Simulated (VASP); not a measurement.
# Cu (I4/mmm) in VASP: notebook

Cu is run at these levels: PBE; tasks: relaxation of cell and atoms.

All numbers are computed with VASP 6.6.1; they aren't measurements. Logs are shortened: lines on timing, memory, paths and dates and some standing lists are left out, and cuts for length are marked.

## Step 1: The cell of the first run

It takes space group I4/mmm (No. 139, tetragonal). Conventional cell: a = 2.886 Å, b = 2.886 Å, c = 2.752 Å, α = 90.00°, β = 90.00°, γ = 90.00°. Cu (site symmetry 4/mmm) has 14 Cu at 2.46 to 2.89 Å within 3.2 Å.

## Step 2: Relaxation of cell and atoms, PBE

The input, INCAR:

```
SYSTEM = Cu
  PREC = Accurate
  ENCUT = 600
  EDIFF = 1E-7
  ISMEAR = 0
  SIGMA = 0.1
  LREAL = .FALSE.
  LASPH = .TRUE.
  NELM = 60
  ALGO = Normal
  ISIF = 3
  LWAVE = .FALSE.
  LCHARG = .FALSE.
  GGA = PE
  IBRION = 2
  NSW = 80
  EDIFFG = -0.01
```

The input, KPOINTS:

```
Automatic mesh
0
G
  4 4 4
  0 0 0
```

The input, POSCAR:

```
Cu
1.0
   -1.4427933200      1.4427933200      1.3760814500
    1.4427933200     -1.4427933200      1.3760814500
    1.4427933200      1.4427933200     -1.3760814500
Cu
1
Direct
    0.0000000000      0.0000000000      0.0000000000
```

Potentials or basis: VASP PAW PBE potentials, release 64 (Cu).

Command:

```
$ cat potpaw_PBE.64/Cu/POTCAR > POTCAR
$ mpirun -np 1 vasp_std > vasp.out
```

OUTCAR:

```text
SYSTEM = Cu
   PREC = Accurate
   ENCUT = 600
   EDIFF = 1E-7
   ISMEAR = 0
   LREAL = .FALSE.
   LASPH = .TRUE.
   NELM = 60
   ISIF = 3
   GGA = PE
   IBRION = 2
   NSW = 80
   EDIFFG = -0.01

 ion  position               nearest neighbor table
   1  0.000  0.000  0.000-

  LATTYP: Found a body centered tetragonal cell.
 ALAT       =     2.8855866400
 C/A-ratio  =     0.9537620052

  Lattice vectors:

 A1 = (  -1.4427933200,   1.4427933200,   1.3760814500)
 A2 = (   1.4427933200,  -1.4427933200,   1.3760814500)
 A3 = (   1.4427933200,   1.4427933200,  -1.3760814500)

Analysis of symmetry for initial positions (statically):
=====================================================================
 Subroutine PRICEL returns:
 Original cell was already a primitive cell.

 Routine SETGRP: Setting up the symmetry group for a
 body centered tetragonal supercell.

 Subroutine GETGRP returns: Found 16 space group operations
 (whereof 16 operations were pure point group operations)
 out of a pool of 16 trial point group operations.

The static configuration has the point symmetry D_4h.

Analysis of symmetry for dynamics (positions and initial velocities):
=====================================================================
 Subroutine PRICEL returns:
 Original cell was already a primitive cell.

 Routine SETGRP: Setting up the symmetry group for a
 body centered tetragonal supercell.

 Subroutine GETGRP returns: Found 16 space group operations
 (whereof 16 operations were pure point group operations)
 out of a pool of 16 trial point group operations.

The dynamic configuration has the point symmetry D_4h.

 Subroutine INISYM returns: Found 16 space group operations
 (whereof 16 operations are pure point group operations),
 and found     1 'primitive' translations

----------------------------------------------------------------------------------------

                                     Primitive cell

  volume of cell :      11.4581

  direct lattice vectors                    reciprocal lattice vectors
    -1.442793320  1.442793320  1.376081450     0.000000000  0.346549983  0.363350585
     1.442793320 -1.442793320  1.376081450     0.346549983  0.000000000  0.363350585
     1.442793320  1.442793320 -1.376081450     0.346549983  0.346549983  0.000000000

  length of vectors
     2.461078074  2.461078074  2.461078074     0.502116060  0.502116060  0.490095685

  position of ions in fractional coordinates (direct lattice)
     0.000000000  0.000000000  0.000000000

  ion indices of the primitive-cell ions
   primitive index   ion index
                 1           1

----------------------------------------------------------------------------------------

 KPOINTS: Automatic mesh

Automatic generation of k-mesh.
 Grid dimensions read from file:
 generate k-points for:    4    4    4

 Generating k-lattice:

  Cartesian coordinates                     Fractional coordinates (reciprocal lattice)
     0.000000000  0.086637496  0.090837646     0.250000000 -0.000000000  0.000000000
     0.086637496  0.000000000  0.090837646    -0.000000000  0.250000000  0.000000000
     0.086637496  0.086637496  0.000000000     0.000000000  0.000000000  0.250000000

  Length of vectors
     0.125529015  0.125529015  0.122523921

  Shift w.r.t. Gamma in fractional coordinates (k-lattice)
     0.000000000  0.000000000  0.000000000

 Subroutine IBZKPT returns following result:
 ===========================================

 Found     13 irreducible k-points:

 Following reciprocal coordinates:
            Coordinates               Weight
  0.000000  0.000000  0.000000      1.000000
  0.250000 -0.000000  0.000000      8.000000
  0.500000 -0.000000  0.000000      4.000000
  0.250000  0.250000  0.000000      8.000000
  0.500000  0.250000  0.000000     16.000000
 -0.250000  0.250000  0.000000      4.000000
  0.500000  0.500000  0.000000      2.000000
  0.250000  0.250000  0.250000      2.000000
 -0.250000  0.250000  0.250000      4.000000
  0.500000  0.500000  0.250000      4.000000
 -0.250000  0.500000  0.250000      8.000000
 -0.250000 -0.250000  0.250000      2.000000
  0.500000  0.500000  0.500000      1.000000
   k-points           NKPTS =     13   k-points in BZ     NKDIM =     13   number of bands    NBANDS=      9
   number of dos      NEDOS =    301   number of ions     NIONS =      1
   total plane-waves  NPLWV =   8000
   dimension x,y,z NGX =    20 NGY =   20 NGZ =   20
   dimension x,y,z NGXF=    40 NGYF=   40 NGZF=   40
   ions per type =               1
   NGX,Y,Z   is equivalent  to a cutoff of  13.51, 13.51, 13.51 a.u.
   NGXF,Y,Z  is equivalent  to a cutoff of  27.02, 27.02, 27.02 a.u.
 SYSTEM =  Cu
   PREC   = accura    normal or accurate (medium, high low for compatibility)
   ISTART =      0    job   : 0-new  1-cont  2-samecut
   ICHARG =      2    charge: 1-file 2-atom 10-const
   ISPIN  =      1    spin polarized calculation?
   LNONCOLLINEAR =      F non collinear calculations
   LSORBIT =      F    spin-orbit coupling
   LASPH  =      T    aspherical Exc in radial PAW
   ENCUT  =  600.0 eV  44.10 Ry    6.64 a.u.   4.92  4.92  4.92*2*pi/ulx,y,z
   NELM   =     60;   NELMIN=  2; NELMDL= -5     # of ELM steps
   EDIFF  = 0.1E-06   stopping-criterion for ELM
   LREAL  =      F    real-space projection
   EDIFFG = -.1E-01   stopping-criterion for IOM
   NSW    =     80    number of steps for IOM
   IBRION =      2    ionic relax: 0-MD 1-quasi-New 2-CG
   NFREE  =      1    steps in history (QN), initial steepest desc. (CG)
   ISIF   =      3    stress and relaxation
   ISYM   =      2    0-nonsym 1-usesym 2-fastsym
   POTIM  = 0.5000    time-step for ionic-motion
   TEBEG  =    0.0;   TEEND  =   0.0 temperature during run
   PSTRESS=    0.0 pullay stress
   NELECT =      11.0000    total number of electrons
   NUPDOWN=      -1.0000    fix difference up-down
   EMIN   =  10.00;   EMAX   =-10.00  energy-range for DOS
   EFERMI =   0.00;   METHOD = LEGACY
   ISMEAR =     0;   SIGMA  =   0.10  broadening in eV -4-tet -1-fermi 0-gaus
   EFERMI_NEDOS =   21; number of points for ismear=-14 and -15
   IALGO  =     38    algorithm
   IMIX   =      4    mixing-type and parameters
     AMIX     =   0.40;   BMIX     =  1.00
     AMIX_MAG =   1.60;   BMIX_MAG =  1.00
  volume/ion in A,a.u.               =      11.46        77.32
  Fermi-wavevector in a.u.,A,eV,Ry     =   1.614984  3.051878 35.486359  2.608174
  Thomas-Fermi vector in A             =   2.709805
   LORBIT       =      0    0 simple, 1 ext, 2 COOP (PROOUT), +10 PAW based schemes
   GGA     = PE    functional components
   LHFCALC =     F    Hartree Fock is set to
   AEXX    =    0.0000 exact exchange contribution
   IVDW    =     0    specifies the selected vdW correction
   LEPSILON=     F    determine dielectric tensor
   LRPA    =     F    only Hartree local field effects (RPA)
 conjugate gradient relaxation of ions
 non-spin polarized calculation
 Gauss-broadening in eV      SIGMA  =   0.10
  energy-cutoff  :      600.00
  volume of cell :       11.46
 maximum number of plane-waves:       396
   NGX =  9   NGY =  9   NGZ =  9

--------------------------------------- Ionic step        1  -------------------------------------------

 number of electron      11.0000000 magnetization

 Free energy of the ion-electron system (eV)
  ---------------------------------------------------
  ext. energy  EPLUGINS =         0.00000000
  ---------------------------------------------------
  free energy    TOTEN  =        -3.48114177 eV

  energy without entropy =       -3.46700585  energy(sigma->0) =       -3.47407381

------------------------ aborting loop because EDIFF is reached ----------------------------------------

  FORCE on cell =-STRESS in cart. coord.  units (eV):
  Direction    XX          YY          ZZ          XY          YZ          ZX
  --------------------------------------------------------------------------------------
  -------------------------------------------------------------------------------------
  Total        0.5681935      0.5681935      0.4372671      0.0000000      0.0000000     -0.0000000
  in kB       79.4501081     79.4501081     61.1427606      0.0000000      0.0000000     -0.0000000
  external PRESSURE =      73.3476589 kB  Pullay stress =       0.0000000 kB

 VOLUME and BASIS-vectors are now :
 -----------------------------------------------------------------------------
  energy-cutoff  :      600.00
  volume of cell :       11.46
      direct lattice vectors                 reciprocal lattice vectors
    -1.442793320  1.442793320  1.376081450     0.000000000  0.346549983  0.363350585
     1.442793320 -1.442793320  1.376081450     0.346549983  0.000000000  0.363350585
     1.442793320  1.442793320 -1.376081450     0.346549983  0.346549983  0.000000000

 POSITION                                       TOTAL-FORCE (eV/Angst)
 -----------------------------------------------------------------------------------
      0.00000      0.00000      0.00000        -0.000000      0.000000      0.000000
 -----------------------------------------------------------------------------------
    total drift:                                0.000000     -0.000000      0.000000

  FREE ENERGIE OF THE ION-ELECTRON SYSTEM (eV)
  ---------------------------------------------------
  free  energy   TOTEN  =        -3.4811417662 eV

  energy  without entropy=       -3.4670058511  energy(sigma->0) =       -3.47407381
[... 155 lines left out ...]
 VOLUME and BASIS-vectors are now :
 -----------------------------------------------------------------------------
  energy-cutoff  :      600.00
  volume of cell :       12.01
      direct lattice vectors                 reciprocal lattice vectors
    -1.478893838  1.478893838  1.373017534     0.000000000  0.338090529  0.364161409
     1.478893838 -1.478893838  1.373017534     0.338090529  0.000000000  0.364161409
     1.478893838  1.478893838 -1.373017534     0.338090529  0.338090529  0.000000000

 POSITION                                       TOTAL-FORCE (eV/Angst)
 -----------------------------------------------------------------------------------
     -0.00000      0.00000      0.00000         0.000000     -0.000000     -0.000000
 -----------------------------------------------------------------------------------
    total drift:                                0.000000     -0.000000      0.000000

  FREE ENERGIE OF THE ION-ELECTRON SYSTEM (eV)
  ---------------------------------------------------
  free  energy   TOTEN  =        -3.4940913218 eV

  energy  without entropy=       -3.4801586644  energy(sigma->0) =       -3.48712499

--------------------------------------- Ionic step        7  -------------------------------------------

 number of electron      10.9999991 magnetization

 Free energy of the ion-electron system (eV)
  ---------------------------------------------------
  ext. energy  EPLUGINS =         0.00000000
  ---------------------------------------------------
  free energy    TOTEN  =        -3.49410147 eV

  energy without entropy =       -3.48016770  energy(sigma->0) =       -3.48713459

 E-fermi :   7.4565     XC(G=0): -12.6518

 val. band max:        7.0215061289   @ k =   0.5000  -0.0000   0.0000
 cond. band min:       7.4676445864   @ k =   0.5000   0.2500   0.0000
 fundamental gap:      0.4461384575
 Fermi energy:         7.4565179281

 k-point     1 :       0.0000    0.0000    0.0000
  band No.  band energies     occupation
      1      -1.8514      2.00000
      2       3.9761      2.00000
      3       4.2494      2.00000
      4       4.2494      2.00000
      5       4.9519      2.00000
      6       5.2486      2.00000
      7      31.4183      0.00000
      8      31.4183      0.00000
      9      33.4409      0.00000

 k-point     2 :       0.2500   -0.0000    0.0000
  band No.  band energies     occupation
      1       0.4138      2.00000
      2       3.7291      2.00000
      3       4.1498      2.00000
      4       4.9009      2.00000
      5       5.0477      2.00000
      6       5.1380      2.00000
      7      21.2634      0.00000
      8      26.8932      0.00000
      9      27.2810      0.00000

 k-point     3 :       0.5000   -0.0000    0.0000
  band No.  band energies     occupation
      1       2.3471      2.00000
      2       3.3662      2.00000
      3       5.0852      2.00000
      4       5.3527      2.00000
      5       5.8186      2.00000
      6       7.0215      2.00000
      7      11.8257      0.00000
      8      24.0614      0.00000
      9      24.1489      0.00000
[... 131 lines left out ...]
 VOLUME and BASIS-vectors are now :
 -----------------------------------------------------------------------------
  energy-cutoff  :      600.00
  volume of cell :       12.01
      direct lattice vectors                 reciprocal lattice vectors
    -1.477625526  1.477625526  1.375440545     0.000000000  0.338380727  0.363519893
     1.477625526 -1.477625526  1.375440545     0.338380727  0.000000000  0.363519893
     1.477625526  1.477625526 -1.375440545     0.338380727  0.338380727  0.000000000

 POSITION                                       TOTAL-FORCE (eV/Angst)
 -----------------------------------------------------------------------------------
     -0.00000      0.00000      0.00000         0.000000      0.000000     -0.000000
 -----------------------------------------------------------------------------------
    total drift:                                0.000000     -0.000000      0.000000

  FREE ENERGIE OF THE ION-ELECTRON SYSTEM (eV)
  ---------------------------------------------------
  free  energy   TOTEN  =        -3.4941014747 eV

  energy  without entropy=       -3.4801676998  energy(sigma->0) =       -3.48713459

 reached required accuracy - stopping structural energy minimisation
```

Wall time 13 s (1 thread of Intel Xeon Platinum 8259CL at 2.50GHz (Skylake/Cascade Lake), shared host); peak memory 0.12 GiB.

What came out:

```yaml
Free_energy: -3.4941 eV
Relaxed_volume: 12.01 Å³/atom
Relaxed_cell: a = 2.502 Å, b = 2.502 Å, c = 2.502 Å, α = 107.59°, β = 107.59°, γ = 113.29°
Space_group_after_relaxing_to_0.1_Å: I4/mmm (No. 139)
Energy_gained_by_relaxing: 13.0 meV/atom
Ionic_steps: 7
Pressure_after_relaxing: -0.1 GPa
Band_gap_on_the_k_mesh: zero (an odd number of electrons rules out a gap without spin polarisation)
```

The path:
| step | energy change (eV) | largest force (eV/Å) | pressure (GPa) | volume (Å³) |
| --- | --- | --- | --- | --- |
| 1 | 0.0000 | 0.0000 | 7.33 | 11.46 |
| 2 | -0.0079 | 0.0000 | -3.83 | 12.35 |
| 3 | -0.0121 | 0.0000 | -0.07 | 12.00 |
| 4 | -0.0121 | 0.0000 | -0.18 | 12.01 |
| 5 | -0.0125 | 0.0000 | -0.20 | 12.01 |
| 6 | -0.0129 | 0.0000 | -0.06 | 12.01 |
| 7 | -0.0130 | 0.0000 | -0.06 | 12.01 |

Final structure:
```
CELL_PARAMETERS angstrom
-1.47763 1.47763 1.37544
1.47763 -1.47763 1.37544
1.47763 1.47763 -1.37544
ATOMIC_POSITIONS crystal
Cu 0.00000 0.00000 0.00000
```

Levels at points of the mesh, in eV from the Fermi level:
```csv
k point,band 3,band 4,band 5,band 6,band 7,band 8,band 9
"(0.00, 0.00, 0.00)",-3.21,-3.21,-2.50,-2.21,23.96,23.96,25.98
"(0.50, 0.00, 0.00)",-2.37,-2.10,-1.64,-0.44,4.37,16.60,16.69
"(0.50, 0.50, 0.00)",-2.58,-2.30,-1.67,-0.97,3.58,18.58,18.69
"(0.50, 0.50, 0.50)",-1.82,-1.82,-1.75,7.16,7.16,9.89,12.64
```

Caveat: the k points lie up to 0.78 Å⁻¹ apart in the final cell, too coarse for converged energies and pressures of a metal.

## Step 3: Relaxation of cell and atoms, PBE

The input, INCAR:

```
ALGO = Normal ; EDIFF = 1E-7
EDIFFG = -0.01 ; ENCUT = 600
GGA = PE ; IBRION = 2
ISIF = 3 ; ISMEAR = 0
LASPH = T ; LCHARG = F
LREAL = F ; LWAVE = F
NELM = 60 ; NSW = 80
PREC = Accurate ; SIGMA = 0.1
```

The input, KPOINTS:

```
k-points
0
Gamma
  6 6 6
```

POSCAR is that of step 2.

Potentials or basis: VASP PAW PBE potentials, release 64 (Cu).

Command:

```
$ cat potpaw_PBE.64/Cu/POTCAR > POTCAR
$ mpirun -np 1 vasp_std > vasp.out
```

It took 22 s on 1 thread of Intel Xeon Platinum 8259CL at 2.50GHz (Skylake/Cascade Lake), shared host; peak memory 0.12 GiB.

It converged, with:

* Free energy: -3.6263 eV
* Relaxed volume: 12.11 Å³/atom
* Relaxed cell: a = 2.508 Å, b = 2.508 Å, c = 2.508 Å, α = 107.66°, β = 107.66°, γ = 113.17°
* Space group after relaxing (to 0.1 Å): I4/mmm (No. 139)
* Energy gained by relaxing: 16.4 meV/atom
* Ionic steps: 8
* Pressure after relaxing: -0.1 GPa
* Band gap on the k mesh: zero (an odd number of electrons rules out a gap without spin polarisation)

Step by step:
| step | energy change (eV) | largest force (eV/Å) | pressure (GPa) | volume (Å³) |
| --- | --- | --- | --- | --- |
| 1 | 0.0000 | 0.0000 | 8.40 | 11.46 |
| 2 | -0.0108 | 0.0000 | -4.01 | 12.48 |
| 3 | -0.0158 | 0.0000 | 0.01 | 12.09 |
| 4 | -0.0158 | 0.0000 | -0.14 | 12.11 |
| 5 | -0.0160 | 0.0000 | -0.18 | 12.11 |
| 6 | -0.0164 | 0.0000 | -0.13 | 12.11 |
| 7 | -0.0159 | 0.0000 | -0.04 | 12.11 |
| 8 | -0.0164 | 0.0000 | -0.11 | 12.11 |

Final structure:
```
CELL_PARAMETERS angstrom
-1.48034 1.48034 1.38127
1.48034 -1.48034 1.38127
1.48034 1.48034 -1.38127
ATOMIC_POSITIONS crystal
Cu 0.00000 0.00000 0.00000
```

Levels at points of the mesh, in eV from the Fermi level:
| k point | band 4 | band 5 | band 6 | band 7 | band 8 | band 9 |
| --- | --- | --- | --- | --- | --- | --- |
| (0.00, 0.00, 0.00) | -3.05 | -2.35 | -2.07 | 23.90 | 23.90 | 25.83 |
| (0.50, 0.00, 0.00) | -1.96 | -1.49 | -0.44 | 4.37 | 16.53 | 16.63 |
| (0.50, 0.50, 0.00) | -2.16 | -1.51 | -0.95 | 3.62 | 18.45 | 18.54 |
| (0.50, 0.50, 0.50) | -1.67 | -1.60 | 7.16 | 7.16 | 9.77 | 12.64 |

Caveat: the k points lie up to 0.52 Å⁻¹ apart in the final cell, too coarse for converged energies and pressures of a metal.

(Part 1 of 2 ends here.)

The gap in the log of VASP goes by the Fermi energy; the results here count the filled bands.